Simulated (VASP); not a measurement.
HfO2, 3 atoms in the cell. It takes space group Fm-3m (No. 225, cubic). The conventional cell has a = 5.098 Å, b = 5.098 Å, c = 5.098 Å, α = 90.00°, β = 90.00°, γ = 90.00°. Within 2.9 Å of Hf (site symmetry m-3m) lie 8 O at 2.21 Å. Within 2.9 Å of O (site symmetry -43m) lie 4 Hf at 2.21 Å and 6 O at 2.55 Å. 

* Program: VASP 6.6.1
* Task: relaxation of cell and atoms
* Functional: r2SCAN
* Potentials or basis: VASP PAW PBE potentials, release 64 (Hf_pv, O)
* Cutoff: 660 eV
* k mesh: 8 × 8 × 8
* Occupations: fermi-dirac, width 0.02 eV
* Spin: no spin polarisation
* Dipole correction: no
* Further INCAR settings: ALGO = Normal; EDIFF = 1e-07; IBRION = 2; EDIFFG = -0.005; NSW = 80; ISIF = 3

Potentials or basis: VASP PAW PBE potentials, release 64 (Hf_pv, O).

The run is started by

```console
$ cat potpaw_PBE.64/Hf_pv/POTCAR potpaw_PBE.64/O/POTCAR > POTCAR
$ cp INCAR.step1 INCAR
$ mpirun -np 1 vasp_std > vasp.out
$ cp INCAR.step2 INCAR
$ mpirun -np 1 vasp_std > vasp.out
```

Hardware: 1 thread of Intel Xeon 8259CL (shared host).

**Question.** How long does it take, and how much memory?

**Answer.** Wall time 8.9 min on 1 thread of Intel Xeon 8259CL (shared host), peak memory 0.19 GiB. Counts: k points 29, ion steps 4.
